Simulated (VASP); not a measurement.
A run of VASP 6.6.1:

INCAR

```
ALGO = Normal
EDIFF = 1E-6
ENCUT = 520
GGA = PS
ISIF = 2
ISMEAR = 0
LASPH = True
LCHARG = True
LELF = True
LREAL = False
LVHAR = True
LWAVE = False
NBANDS = 17
NELM = 80
PREC = Accurate
SIGMA = 0.01
```

KPOINTS

```
k-points
0
Gamma
  6 6 6
```

Contents of POSCAR:

```
PbSe
1.0
    0.0000000000      3.0696893648      3.0696893648
    3.0696893648      0.0000000000      3.0696893648
    3.0696893648      3.0696893648      0.0000000000
Pb Se
1 1
Direct
    0.0000000000      0.0000000000      0.0000000000
    0.5000000000      0.5000000000      0.5000000000
```

Potentials or basis: VASP PAW PBE potentials, release 64 (Pb_d, Se).

Launch:

```sh
$ cat potpaw_PBE.64/Pb_d/POTCAR potpaw_PBE.64/Se/POTCAR > POTCAR
$ mpirun -np 1 vasp_std > vasp.out
```

Hardware: 1 thread of Intel Xeon 8259CL, on a shared host.

Q: How long does it take, and how much memory?

A: Wall time 8.7 s on 1 thread of Intel Xeon 8259CL, on a shared host, peak memory 0.18 GiB. Counts: scf iterations 12, k points 16.
